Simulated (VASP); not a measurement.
# Hf5C3 (P6/mmm) in VASP: a series of runs, part 2 of 2

VASP 6.6.1. Earlier steps stand in the parts before.

## Step 3: Relaxation of cell and atoms, PBE

This run uses another cell than the first one, of 16.92 Å³/atom.

The input, INCAR:

```
PREC = Accurate
ENCUT = 600
EDIFF = 1E-6
ISMEAR = 0
SIGMA = 0.2
LREAL = False
LASPH = True
NELM = 100
ALGO = Normal
ISIF = 3
LWAVE = False
LCHARG = False
GGA = PE
IBRION = 2
NSW = 36
EDIFFG = -0.08
```

The input, KPOINTS:

```
regular mesh
0
Gamma
  4 4 3
```

The input, POSCAR:

```
Hf5C3
1.0
    4.9547576700      0.0000000000      0.0000000000
   -2.4773788300      4.2909460100      0.0000000000
    0.0000000000      0.0000000000      6.3675978500
Hf C
5 3
Direct
    0.3333333300      0.6666666700      0.2172836300
    0.3333333300      0.6666666700      0.7827163700
    0.6666666700      0.3333333300      0.7827163700
    0.6666666700      0.3333333300      0.2172836300
    0.0000000000      0.0000000000      0.0000000000
    0.0000000000      0.0000000000      0.5000000000
    0.3333333300      0.6666666700      0.5000000000
    0.6666666700      0.3333333300      0.5000000000
```

Potentials or basis: VASP PAW PBE potentials, release 64 (Hf_pv, C).

On the command line:

```sh
$ cat potpaw_PBE.64/Hf_pv/POTCAR potpaw_PBE.64/C/POTCAR > POTCAR
$ mpirun -np 1 vasp_std > vasp.out
```

OUTCAR:

```text
PREC = Accurate
   ENCUT = 600
   EDIFF = 1E-6
   ISMEAR = 0
   LREAL = False
   LASPH = True
   NELM = 100
   ISIF = 3
   GGA = PE
   IBRION = 2
   NSW = 36
   EDIFFG = -0.08

 ion  position               nearest neighbor table
   1  0.333  0.667  0.217-   7 1.80   2 2.77   4 2.86   4 2.86   4 2.86   5 3.18   5 3.18   5 3.18
                             2 3.60
   2  0.333  0.667  0.783-   7 1.80   1 2.77   3 2.86   3 2.86   3 2.86   5 3.18   5 3.18   5 3.18
                             1 3.60
   3  0.667  0.333  0.783-   8 1.80   4 2.77   2 2.86   2 2.86   2 2.86   5 3.18   5 3.18   5 3.18
                             4 3.60
   4  0.667  0.333  0.217-   8 1.80   3 2.77   1 2.86   1 2.86   1 2.86   5 3.18   5 3.18   5 3.18
                             3 3.60
   5  0.000  0.000  0.000-   1 3.18   2 3.18   3 3.18   4 3.18   1 3.18   2 3.18   3 3.18   4 3.18
                             3 3.18   4 3.18   1 3.18   2 3.18
   6  0.000  0.000  0.500-
   7  0.333  0.667  0.500-   1 1.80   2 1.80
   8  0.667  0.333  0.500-   3 1.80   4 1.80

  LATTYP: Found a hexagonal cell.
 ALAT       =     4.9547576700
 C/A-ratio  =     1.2851481897

  Lattice vectors:

 A1 = (   4.9547576700,   0.0000000000,   0.0000000000)
 A2 = (  -2.4773788300,   4.2909460100,   0.0000000000)
 A3 = (   0.0000000000,   0.0000000000,   6.3675978500)

Analysis of symmetry for initial positions (statically):
=====================================================================
 Subroutine PRICEL returns:
 Original cell was already a primitive cell.

 Routine SETGRP: Setting up the symmetry group for a
 hexagonal supercell.

 Subroutine GETGRP returns: Found 24 space group operations
 (whereof 24 operations were pure point group operations)
 out of a pool of 24 trial point group operations.

The static configuration has the point symmetry D_6h.

Analysis of symmetry for dynamics (positions and initial velocities):
=====================================================================
 Subroutine PRICEL returns:
 Original cell was already a primitive cell.

[... 120 lines left out ...]
   IMIX   =      4    mixing-type and parameters
     AMIX     =   0.40;   BMIX     =  1.00
     AMIX_MAG =   1.60;   BMIX_MAG =  1.00
  volume/ion in A,a.u.               =      16.92       114.20
  Fermi-wavevector in a.u.,A,eV,Ry     =   1.261891  2.384627 21.665479  1.592368
  Thomas-Fermi vector in A             =   2.395327
   LORBIT       =      0    0 simple, 1 ext, 2 COOP (PROOUT), +10 PAW based schemes
   GGA     = PE    functional components
   LHFCALC =     F    Hartree Fock is set to
   AEXX    =    0.0000 exact exchange contribution
   IVDW    =     0    specifies the selected vdW correction
   LEPSILON=     F    determine dielectric tensor
   LRPA    =     F    only Hartree local field effects (RPA)
 conjugate gradient relaxation of ions
 non-spin polarized calculation
 Gauss-broadening in eV      SIGMA  =   0.20
  energy-cutoff  :      600.00
  volume of cell :      135.38
 maximum number of plane-waves:      4548
 NGX is ok and might be reduce to    40
   NGX = 19   NGY = 19   NGZ = 25

--------------------------------------- Ionic step        1  -------------------------------------------

 number of electron      62.0000003 magnetization

 Free energy of the ion-electron system (eV)
  ---------------------------------------------------
  ext. energy  EPLUGINS =         0.00000000
  ---------------------------------------------------
  free energy    TOTEN  =       -60.34167738 eV

  energy without entropy =      -60.15936566  energy(sigma->0) =      -60.25052152

------------------------ aborting loop because EDIFF is reached ----------------------------------------

  FORCE on cell =-STRESS in cart. coord.  units (eV):
  Direction    XX          YY          ZZ          XY          YZ          ZX
  --------------------------------------------------------------------------------------
  -------------------------------------------------------------------------------------
  Total        9.7435241      9.7435241     52.2000177      0.0000000      0.0000000      0.0000000
  in kB      115.3122771    115.3122770    617.7747262      0.0000001      0.0000000      0.0000000
  external PRESSURE =     282.7997601 kB  Pullay stress =       0.0000000 kB
[... 761 lines left out ...]
  FREE ENERGIE OF THE ION-ELECTRON SYSTEM (eV)
  ---------------------------------------------------
  free  energy   TOTEN  =       -60.7715416262 eV

  energy  without entropy=      -60.6533890567  energy(sigma->0) =      -60.71246534

[... ionic steps 4 to 9 ...]

--------------------------------------- Ionic step       10  -------------------------------------------

 number of electron      62.0000004 magnetization

------------------------ aborting loop because EDIFF is reached ----------------------------------------
[... 79 lines left out ...]
--------------------------------------- Ionic step       12  -------------------------------------------

 number of electron      62.0000002 magnetization

 Free energy of the ion-electron system (eV)
  ---------------------------------------------------
  ext. energy  EPLUGINS =         0.00000000
  ---------------------------------------------------
  free energy    TOTEN  =       -63.91192469 eV

  energy without entropy =      -63.77167310  energy(sigma->0) =      -63.84179889

 E-fermi :   3.5108     XC(G=0): -10.7157

 val. band max:        3.4976034137   @ k =   0.0000   0.0000   0.3333
 cond. band min:       3.5174400515   @ k =   0.5000  -0.0000   0.0000
 fundamental gap:      0.0198366378
 Fermi energy:         3.5107763880
[... 353 lines left out ...]
  FREE ENERGIE OF THE ION-ELECTRON SYSTEM (eV)
  ---------------------------------------------------
  free  energy   TOTEN  =       -63.9119246851 eV

  energy  without entropy=      -63.7716731012  energy(sigma->0) =      -63.84179889

 reached required accuracy - stopping structural energy minimisation
```

Run time: 8.5 min. Hardware: 1 thread of AMD EPYC 7R43 (Zen 3), shared host; peak memory 0.27 GiB.

What came out:

* Free energy: -63.9119 eV
* Relaxed volume: 19.16 Å³/atom
* Relaxed cell: a = 5.025 Å, b = 5.025 Å, c = 7.008 Å, α = 90.00°, β = 90.00°, γ = 120.00°
* Space group after relaxing (to 0.1 Å): P6/mmm (No. 191)
* Energy gained by relaxing: 446.3 meV/atom
* Ionic steps: 12
* Pressure after relaxing: 0.0 GPa
* Largest force after relaxing: 0.011 eV/Å
* Band gap on the k mesh: zero (bands 31 and 32 overlap by 0.19 eV)

Forces in eV/Å, atoms in the order of the input:
```
Hf   0.000  0.000 -0.011
Hf   0.000  0.000  0.011
Hf   0.000  0.000  0.011
Hf   0.000  0.000 -0.011
Hf   0.000  0.000  0.000
C    0.000  0.000  0.000
C    0.000  0.000  0.000
C    0.000  0.000  0.000
```

The path:
| step | energy change (eV) | largest force (eV/Å) | pressure (GPa) | volume (Å³) |
| --- | --- | --- | --- | --- |
| 1 | 0.0000 | 6.9830 | 28.28 | 135.38 |
| 2 | 3.4519 | 3.1475 | -13.94 | 199.53 |
| 3 | -0.4299 | 3.4159 | -11.96 | 176.83 |
| 4 | -2.5413 | 2.7619 | -7.41 | 163.06 |
| 5 | -3.4620 | 0.4791 | 3.20 | 148.93 |
| 6 | -3.4705 | 0.9096 | 1.39 | 150.70 |
| 7 | -3.4729 | 0.7991 | 1.85 | 150.23 |
| 8 | -3.5574 | 0.2518 | -0.81 | 154.71 |
| 9 | -3.5578 | 0.2155 | -1.00 | 155.07 |
| 10 | -3.5655 | 0.1396 | 0.36 | 153.25 |
| 11 | -3.5664 | 0.0502 | 0.02 | 153.70 |
| 12 | -3.5702 | 0.0111 | 0.03 | 153.24 |

Final structure:
```yaml
crystal:
  lattice:
    - [5.02500, 0.00000, 0.00000]
    - [-2.51250, 4.35177, 0.00000]
    - [0.00000, 0.00000, 7.00763]
  atoms:
    - { symbol: Hf, position: [0.33333, 0.66667, 0.20288] }
    - { symbol: Hf, position: [0.33333, 0.66667, 0.79712] }
    - { symbol: Hf, position: [0.66667, 0.33333, 0.79712] }
    - { symbol: Hf, position: [0.66667, 0.33333, 0.20288] }
    - { symbol: Hf, position: [0.00000, 0.00000, 0.00000] }
    - { symbol: C, position: [0.00000, 0.00000, 0.50000] }
    - { symbol: C, position: [0.33333, 0.66667, 0.50000] }
    - { symbol: C, position: [0.66667, 0.33333, 0.50000] }
```

Levels at points of the mesh, in eV from the Fermi level:
| k point | band 27 | band 28 | band 29 | band 30 | band 31 | band 32 | band 33 | band 34 | band 35 | band 36 |
| --- | --- | --- | --- | --- | --- | --- | --- | --- | --- | --- |
| (0.00, 0.00, 0.00) | -1.02 | -1.02 | -0.57 | -0.57 | -0.49 | -0.02 | -0.02 | 0.78 | 1.74 | 1.74 |
| (0.50, 0.00, 0.00) | -1.29 | -1.27 | -0.66 | -0.25 | -0.24 | 0.01 | 0.06 | 1.05 | 1.20 | 1.42 |

Caveat: the k points lie up to 0.36 Å⁻¹ apart in the final cell; spin-orbit coupling is left out, which moves the levels of the heavy elements.
